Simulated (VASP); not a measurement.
# CuI (Cmcm) in VASP: notebook

Runs on CuI. Level: LDA. Tasks: electric field gradients.

Program: VASP 6.6.1. These are calculated values, not measurements. Logs are shortened: lines on timing, memory, paths and dates and some standing lists are left out, and cuts for length are marked.

**1. The cell of the first run**

It takes space group Cmcm (No. 63, orthorhombic). The conventional cell has a = 7.466 Å, b = 7.422 Å, c = 4.393 Å, α = 90.00°, β = 90.00°, γ = 90.00°. Cu (site symmetry m2m) has 2 Cu at 2.49 Å and 3 I at 2.59 to 2.61 Å within 3.3 Å. I (site symmetry m2m) has 3 Cu at 2.59 to 2.61 Å within 3.4 Å.

**2. Electric field gradients, LDA (zz strain of +2 %)**

Contents of INCAR:

```
SYSTEM = CuI
PREC     = Accurate       ! precision mode
ENCUT    = 520            ! plane-wave cutoff, eV
EDIFF    = 1E-8           ! SCF threshold, eV
ISMEAR   = -1             ! smearing method
SIGMA    = 0.02           ! smearing width, eV
LREAL    = .FALSE.        ! projectors in reciprocal space
LASPH    = .TRUE.         ! aspherical terms in the spheres
NELM     = 80             ! most SCF steps
ALGO     = Normal         ! electronic algorithm
ISIF     = 2              ! what is computed and relaxed
LWAVE    = .FALSE.        ! write WAVECAR
LCHARG   = .FALSE.        ! write CHGCAR
LEFG     = .TRUE.       
NBANDS   = 26             ! bands
```

Contents of KPOINTS:

```
regular mesh
0
G
  5 5 6
  0 0 0
```

Contents of POSCAR:

```
CuI
1.0
    3.7331675900     -3.7110863700      0.0000000000
    3.7331675900      3.7110863700      0.0000000000
    0.0000000000      0.0000000000      4.3931376234
Cu I
2 2
Direct
    0.4204388300      0.5795611700      0.7500000000
    0.5795611700      0.4204388300      0.2500000000
    0.7700426800      0.2299573200      0.7500000000
    0.2299573200      0.7700426800      0.2500000000
```

Potentials or basis: VASP PAW LDA potentials, release 64 (Cu, I).

Command:

```console
$ cat potpaw_LDA.64/Cu/POTCAR potpaw_LDA.64/I/POTCAR > POTCAR
$ mpirun -np 1 vasp_std > vasp.out
```

OUTCAR:

```text
SYSTEM = CuI
   PREC = Accurate
   ENCUT = 520
   EDIFF = 1E-8
   ISMEAR = -1
   LREAL = .FALSE.
   LASPH = .TRUE.
   NELM = 80
   ISIF = 2

 ion  position               nearest neighbor table
   1  0.420  0.580  0.750-   2 2.49   2 2.49   3 2.59   4 2.61   4 2.61
   2  0.580  0.420  0.250-   1 2.49   1 2.49   4 2.59   3 2.61   3 2.61
   3  0.770  0.230  0.750-   1 2.59   2 2.61   2 2.61
   4  0.230  0.770  0.250-   2 2.59   1 2.61   1 2.61

  LATTYP: Found a base centered orthorhombic cell.
 ALAT       =     7.4221727400
 B/A-ratio  =     1.0059500690
 C/A-ratio  =     0.5918937456

  Lattice vectors:

 A1 = (  -3.7331675900,  -3.7110863700,   0.0000000000)
 A2 = (   3.7331675900,  -3.7110863700,   0.0000000000)
 A3 = (   0.0000000000,   0.0000000000,   4.3931376234)

Analysis of symmetry for initial positions (statically):
=====================================================================
 Subroutine PRICEL returns:
 Original cell was already a primitive cell.

 Routine SETGRP: Setting up the symmetry group for a
 base centered orthorhombic supercell.

 Subroutine GETGRP returns: Found  8 space group operations
 (whereof  4 operations were pure point group operations)
 out of a pool of  8 trial point group operations.

The static configuration has the point symmetry C_2h.
 The point group associated with its full space group is D_2h.

Analysis of symmetry for dynamics (positions and initial velocities):
=====================================================================
 Subroutine PRICEL returns:
 Original cell was already a primitive cell.

 Routine SETGRP: Setting up the symmetry group for a
 base centered orthorhombic supercell.

 Subroutine GETGRP returns: Found  8 space group operations
 (whereof  4 operations were pure point group operations)
 out of a pool of  8 trial point group operations.

The dynamic configuration has the point symmetry C_2h.
 The point group associated with its full space group is D_2h.

 Subroutine INISYM returns: Found  8 space group operations
 (whereof  4 operations are pure point group operations),
 and found     1 'primitive' translations

----------------------------------------------------------------------------------------
[... 140 lines left out ...]
  free energy    TOTEN  =       -13.43138884 eV

  energy without entropy =      -13.43138884  energy(sigma->0) =      -13.43138884

 E-fermi :   3.7201     XC(G=0):  -8.8995

 val. band max:        3.3373001595   @ k =   0.0000   0.0000   0.0000
 cond. band min:       4.2472766145   @ k =   0.0000   0.0000   0.0000
 fundamental gap:      0.9099764551
 Fermi energy:         3.7200767886

 k-point     1 :       0.0000    0.0000    0.0000
  band No.  band energies     occupation
      1     -10.3305      2.00000
      2      -9.6168      2.00000
      3      -1.9995      2.00000
      4      -0.7007      2.00000
      5      -0.5157      2.00000
      6      -0.3983      2.00000
[... 685 lines left out ...]
     25      10.8727      0.00000
     26      11.3404      0.00000

 [... further k-points ...]

------------------------ aborting loop because EDIFF is reached ----------------------------------------

  FORCE on cell =-STRESS in cart. coord.  units (eV):
  Direction    XX          YY          ZZ          XY          YZ          ZX
  --------------------------------------------------------------------------------------
  -------------------------------------------------------------------------------------
  Total       -1.0138504     -3.2643818     -4.6265919      0.0000000      0.0000000      0.0000000
  in kB      -13.3444629    -42.9663223    -60.8959520      0.0000000      0.0000000      0.0000000
  external PRESSURE =     -39.0689124 kB  Pullay stress =       0.0000000 kB

 VOLUME and BASIS-vectors are now :
 -----------------------------------------------------------------------------
  energy-cutoff  :      520.00
  volume of cell :      121.73
      direct lattice vectors                 reciprocal lattice vectors
     3.733167590 -3.711086370  0.000000000     0.133934518 -0.134731437  0.000000000
     3.733167590  3.711086370  0.000000000     0.133934518  0.134731437  0.000000000
     0.000000000  0.000000000  4.393137623     0.000000000  0.000000000  0.227627743

 POSITION                                       TOTAL-FORCE (eV/Angst)
 -----------------------------------------------------------------------------------
      3.73317      0.59052      3.29485         0.000000     -0.065315      0.000000
      3.73317     -0.59052      1.09828         0.000000      0.065315     -0.000000
      3.73317     -2.00430      3.29485         0.000000      0.512132     -0.000000
      3.73317      2.00430      1.09828         0.000000     -0.512132     -0.000000
 -----------------------------------------------------------------------------------
    total drift:                                0.000000     -0.000000      0.000000

  FREE ENERGIE OF THE ION-ELECTRON SYSTEM (eV)
  ---------------------------------------------------
  free  energy   TOTEN  =       -13.4313888407 eV

  energy  without entropy=      -13.4313888407  energy(sigma->0) =      -13.43138884

 Electric field gradients (V/A^2)
---------------------------------------------------------------------
 ion       V_xx      V_yy      V_zz      V_xy      V_xz      V_yz
---------------------------------------------------------------------
   1      52.287   -15.989   -36.298     0.000    -0.000     0.000
   2      52.287   -15.989   -36.298    -0.000    -0.000     0.000
   3    -417.463   296.227   121.236     0.000    -0.000    -0.000
   4    -417.463   296.227   121.236     0.000    -0.000     0.000
---------------------------------------------------------------------

 Electric field gradients after diagonalization (V/A^2)
 (convention: |V_zz| > |V_xx| > |V_yy|)
----------------------------------------------------------------------
 ion       V_xx      V_yy      V_zz     asymmetry (V_yy - V_xx)/ V_zz
----------------------------------------------------------------------
   1     -36.298   -15.989    52.287       0.388
   2     -36.298   -15.989    52.287       0.388
   3     296.227   121.236  -417.463       0.419
   4     296.227   121.236  -417.463       0.419
----------------------------------------------------------------------

           NMR quadrupolar parameters

 Cq : quadrupolar parameter    Cq=e*Q*V_zz/h
 eta: asymmetry parameters     (V_yy - V_xx)/ V_zz
 Q  : nuclear electric quadrupole moment in mb (millibarn)
----------------------------------------------------------------------
 ion       Cq(MHz)       eta       Q (mb)
----------------------------------------------------------------------
   1       0.126       0.388       1.000
   2       0.126       0.388       1.000
   3      -1.009       0.419       1.000
   4      -1.009       0.419       1.000
----------------------------------------------------------------------
```

OSZICAR:

```text
N       E                     dE             d eps       ncg     rms          rms(c)
DAV:   1     0.269460394720E+03    0.26946E+03   -0.14667E+04  1872   0.146E+03
DAV:   2     0.136087817921E+02   -0.25585E+03   -0.24225E+03  1882   0.305E+02
DAV:   3    -0.127322987798E+02   -0.26341E+02   -0.25721E+02  2476   0.120E+02
DAV:   4    -0.141384717891E+02   -0.14062E+01   -0.14008E+01  2606   0.255E+01
[... 12 lines left out ...]
DAV:  17    -0.134313890145E+02    0.16667E-06   -0.20266E-07  2532   0.940E-03    0.192E-02
DAV:  18    -0.134313888877E+02    0.12685E-06   -0.11686E-07  2524   0.345E-03    0.906E-03
DAV:  19    -0.134313888586E+02    0.29107E-07   -0.23068E-08  1668   0.116E-03    0.523E-03
DAV:  20    -0.134313888430E+02    0.15525E-07   -0.53846E-08  2458   0.159E-03    0.108E-03
DAV:  21    -0.134313888407E+02    0.23269E-08   -0.47924E-09  1038   0.197E-03
   1 F= -.13431389E+02 E0= -.13431389E+02  d E =-.277104E-10
```

Run time: 3.7 min. Hardware: 1 thread of Intel Xeon 8259CL, shared host; peak memory 0.25 GiB.

Results:

- Free energy: -13.4314 eV
- Pressure: -3.9 GPa
- Largest force: 0.512 eV/Å
- Band gap on the k mesh: 0.91 eV
- Largest electric field gradient by atom: Cu +52.3; I -417.5 V/Å²

Forces in eV/Å, atoms in the order of the input:
```
Cu   0.000 -0.065  0.000
Cu   0.000  0.065  0.000
I    0.000  0.512  0.000
I    0.000 -0.512  0.000
```

Levels at points of the mesh, in eV from the valence-band top:
| k point | band 16 | band 17 | band 18 | band 19 | band 20 | band 21 |
| --- | --- | --- | --- | --- | --- | --- |
| (0.00, 0.00, 0.00) | -1.40 | -0.81 | 0.00 | 0.91 | 1.81 | 2.25 |
| (0.00, 0.00, 0.50) | -1.75 | -1.48 | -1.48 | 3.61 | 3.61 | 3.81 |

Electric field gradients, principal values (V/Å²):
```tsv
atom	least	middle	greatest (by size)
1 Cu	-15.989	-36.298	52.287
2 Cu	-15.989	-36.298	52.287
3 I	121.236	296.227	-417.463
4 I	121.236	296.227	-417.463
```

Caveat: the cell differs from its parent crystal (zz strain of +2 %); the cell stands under tension; without QUAD_EFG the Cq values of the log hold for a quadrupole moment of 1 mb, not for the nuclei; spin-orbit coupling is left out, which moves the levels of the heavy elements. A k mesh can miss the band edges.

**3. Electric field gradients, LDA (zz strain of +2 %)**

Contents of INCAR:

```
ALGO = Normal ; EDIFF = 1E-8
ENCUT = 520 ; GGA = CA
ISIF = 2 ; ISMEAR = -1
LASPH = True ; LCHARG = False
LEFG = True ; LREAL = False
LWAVE = False ; NBANDS = 26
NELM = 100 ; PREC = Accurate
SIGMA = 0.02
```

Contents of KPOINTS:

```
k-points
0
Gamma
  5 5 6
```

POSCAR is that of step 2.

Potentials or basis: VASP PAW LDA potentials, release 64 (Cu, I).

Command:

```console
$ cat potpaw_LDA.64/Cu/POTCAR potpaw_LDA.64/I/POTCAR > POTCAR
$ mpirun -np 1 vasp_std > vasp.out
```

OUTCAR:

```text
EDIFF = 1E-8
   ENCUT = 520
   GGA = CA
   ISIF = 2
   ISMEAR = -1
   LASPH = True
   LREAL = False
   NELM = 100
   PREC = Accurate

 ion  position               nearest neighbor table
   1  0.420  0.580  0.750-   2 2.49   2 2.49   3 2.59   4 2.61   4 2.61
   2  0.580  0.420  0.250-   1 2.49   1 2.49   4 2.59   3 2.61   3 2.61
   3  0.770  0.230  0.750-   1 2.59   2 2.61   2 2.61
   4  0.230  0.770  0.250-   2 2.59   1 2.61   1 2.61

  LATTYP: Found a base centered orthorhombic cell.
 ALAT       =     7.4221727400
 B/A-ratio  =     1.0059500690
 C/A-ratio  =     0.5918937456

  Lattice vectors:
[... 925 lines left out ...]
 ion       V_xx      V_yy      V_zz      V_xy      V_xz      V_yz
---------------------------------------------------------------------
   1      52.287   -15.989   -36.298     0.000    -0.000     0.000
   2      52.287   -15.989   -36.298    -0.000    -0.000     0.000
   3    -417.463   296.227   121.236     0.000    -0.000    -0.000
   4    -417.463   296.227   121.236     0.000    -0.000     0.000
---------------------------------------------------------------------

 Electric field gradients after diagonalization (V/A^2)
 (convention: |V_zz| > |V_xx| > |V_yy|)
----------------------------------------------------------------------
 ion       V_xx      V_yy      V_zz     asymmetry (V_yy - V_xx)/ V_zz
----------------------------------------------------------------------
   1     -36.298   -15.989    52.287       0.388
   2     -36.298   -15.989    52.287       0.388
   3     296.227   121.236  -417.463       0.419
   4     296.227   121.236  -417.463       0.419
----------------------------------------------------------------------

           NMR quadrupolar parameters

 Cq : quadrupolar parameter    Cq=e*Q*V_zz/h
 eta: asymmetry parameters     (V_yy - V_xx)/ V_zz
 Q  : nuclear electric quadrupole moment in mb (millibarn)
----------------------------------------------------------------------
 ion       Cq(MHz)       eta       Q (mb)
----------------------------------------------------------------------
   1       0.126       0.388       1.000
   2       0.126       0.388       1.000
   3      -1.009       0.419       1.000
   4      -1.009       0.419       1.000
----------------------------------------------------------------------
```

OSZICAR:

```text
N       E                     dE             d eps       ncg     rms          rms(c)
DAV:   1     0.269460394720E+03    0.26946E+03   -0.14667E+04  1872   0.146E+03
DAV:   2     0.136087817921E+02   -0.25585E+03   -0.24225E+03  1882   0.305E+02
DAV:   3    -0.127322987798E+02   -0.26341E+02   -0.25721E+02  2476   0.120E+02
DAV:   4    -0.141384717891E+02   -0.14062E+01   -0.14008E+01  2606   0.255E+01
[... 12 lines left out ...]
DAV:  17    -0.134313890145E+02    0.16667E-06   -0.20266E-07  2532   0.940E-03    0.192E-02
DAV:  18    -0.134313888877E+02    0.12685E-06   -0.11686E-07  2524   0.345E-03    0.906E-03
DAV:  19    -0.134313888586E+02    0.29107E-07   -0.23068E-08  1668   0.116E-03    0.523E-03
DAV:  20    -0.134313888430E+02    0.15525E-07   -0.53846E-08  2458   0.159E-03    0.108E-03
DAV:  21    -0.134313888407E+02    0.23269E-08   -0.47924E-09  1038   0.197E-03
   1 F= -.13431389E+02 E0= -.13431389E+02  d E =-.277104E-10
```

Run time: 3.9 min. Hardware: 1 thread of Intel Xeon 8259CL, shared host; peak memory 0.26 GiB.

Results:

- Free energy: -13.4314 eV
- Pressure: -3.9 GPa
- Largest force: 0.512 eV/Å
- Band gap on the k mesh: 0.91 eV
- Largest electric field gradient by atom: Cu +52.3; I -417.5 V/Å²

Forces in eV/Å, atoms in the order of the input:
```
Cu   0.000 -0.065  0.000
Cu   0.000  0.065  0.000
I    0.000  0.512  0.000
I    0.000 -0.512  0.000
```

Electric field gradients, principal values (V/Å²):
```tsv
atom	least	middle	greatest (by size)
1 Cu	-15.989	-36.298	52.287
2 Cu	-15.989	-36.298	52.287
3 I	121.236	296.227	-417.463
4 I	121.236	296.227	-417.463
```

Caveat: the cell differs from its parent crystal (zz strain of +2 %); the cell stands under tension; without QUAD_EFG the Cq values of the log hold for a quadrupole moment of 1 mb, not for the nuclei; spin-orbit coupling is left out, which moves the levels of the heavy elements. A k mesh can miss the band edges.

**4. Electric field gradients, LDA**

This run uses another cell than the first one, of 29.83 Å³/atom.

Contents of INCAR:

```
  PREC = Accurate
  ENCUT = 520
  EDIFF = 1E-8
  ISMEAR = -1
  SIGMA = 0.02
  LREAL = False
  LASPH = True
  NELM = 100
  ALGO = Normal
  ISIF = 2
  LWAVE = False
  LCHARG = False
  GGA = CA
  LEFG = True
  NBANDS = 26
```

Contents of KPOINTS:

```
Automatic mesh
0
Gamma
  5 5 6
```

POSCAR: that of step 3 with these lines changed.

```diff
@@ -4,3 +4,3 @@
     3.7331675900      3.7110863700      0.0000000000
-    0.0000000000      0.0000000000      4.3931376234
+    0.0000000000      0.0000000000      4.3069976700
 Cu I
```

Potentials or basis: VASP PAW LDA potentials, release 64 (Cu, I).

Command:

```console
$ cat potpaw_LDA.64/Cu/POTCAR potpaw_LDA.64/I/POTCAR > POTCAR
$ mpirun -np 1 vasp_std > vasp.out
```

OUTCAR:

```text
PREC = Accurate
   ENCUT = 520
   EDIFF = 1E-8
   ISMEAR = -1
   LREAL = False
   LASPH = True
   NELM = 100
   ISIF = 2
   GGA = CA

 ion  position               nearest neighbor table
   1  0.420  0.580  0.750-   2 2.46   2 2.46   4 2.58   4 2.58   3 2.59
   2  0.580  0.420  0.250-   1 2.46   1 2.46   3 2.58   3 2.58   4 2.59
   3  0.770  0.230  0.750-   2 2.58   2 2.58   1 2.59
   4  0.230  0.770  0.250-   1 2.58   1 2.58   2 2.59

  LATTYP: Found a base centered orthorhombic cell.
 ALAT       =     7.4221727400
 B/A-ratio  =     1.0059500690
 C/A-ratio  =     0.5802879859

  Lattice vectors:

 A1 = (  -3.7331675900,  -3.7110863700,   0.0000000000)
[... 923 lines left out ...]
 ion       V_xx      V_yy      V_zz      V_xy      V_xz      V_yz
---------------------------------------------------------------------
   1      57.634   -15.660   -41.974     0.000    -0.000     0.000
   2      57.634   -15.660   -41.974     0.000    -0.000     0.000
   3    -411.285   305.290   105.995    -0.000    -0.000    -0.000
   4    -411.285   305.290   105.995     0.000    -0.000    -0.000
---------------------------------------------------------------------

 Electric field gradients after diagonalization (V/A^2)
 (convention: |V_zz| > |V_xx| > |V_yy|)
----------------------------------------------------------------------
 ion       V_xx      V_yy      V_zz     asymmetry (V_yy - V_xx)/ V_zz
----------------------------------------------------------------------
   1     -41.974   -15.660    57.634       0.457
   2     -41.974   -15.660    57.634       0.457
   3     305.290   105.995  -411.285       0.485
   4     305.290   105.995  -411.285       0.485
----------------------------------------------------------------------

           NMR quadrupolar parameters

 Cq : quadrupolar parameter    Cq=e*Q*V_zz/h
 eta: asymmetry parameters     (V_yy - V_xx)/ V_zz
 Q  : nuclear electric quadrupole moment in mb (millibarn)
----------------------------------------------------------------------
 ion       Cq(MHz)       eta       Q (mb)
----------------------------------------------------------------------
   1       0.139       0.457       1.000
   2       0.139       0.457       1.000
   3      -0.994       0.485       1.000
   4      -0.994       0.485       1.000
----------------------------------------------------------------------
```

It took 1.9 min on 1 thread of Intel Xeon Platinum 8259CL at 2.50GHz (Skylake/Cascade Lake), shared host; peak memory 0.24 GiB.

Results:

- Free energy: -13.5078 eV
- Pressure: -2.9 GPa
- Largest force: 0.377 eV/Å
- Band gap on the k mesh: 0.90 eV
- Largest electric field gradient by atom: Cu +57.6; I -411.3 V/Å²

Forces in eV/Å, atoms in the order of the input:
```
Cu   0.000 -0.027  0.000
Cu   0.000  0.027  0.000
I    0.000  0.377  0.000
I    0.000 -0.377  0.000
```

Stress tensor (GPa, compression positive):
```
-1.18  0.00  0.00
 0.00 -3.50  0.00
 0.00  0.00 -4.13
```

Electric field gradients, principal values (V/Å²):
```
atom    least   middle  greatest (by size)
1 Cu  -15.660  -41.974              57.634
2 Cu  -15.660  -41.974              57.634
 3 I  105.995  305.290            -411.285
 4 I  105.995  305.290            -411.285
```

Caveat: without QUAD_EFG the Cq values of the log hold for a quadrupole moment of 1 mb, not for the nuclei; spin-orbit coupling is left out, which moves the levels of the heavy elements. A k mesh can miss the band edges.

(Continued in part 2 of 2.)
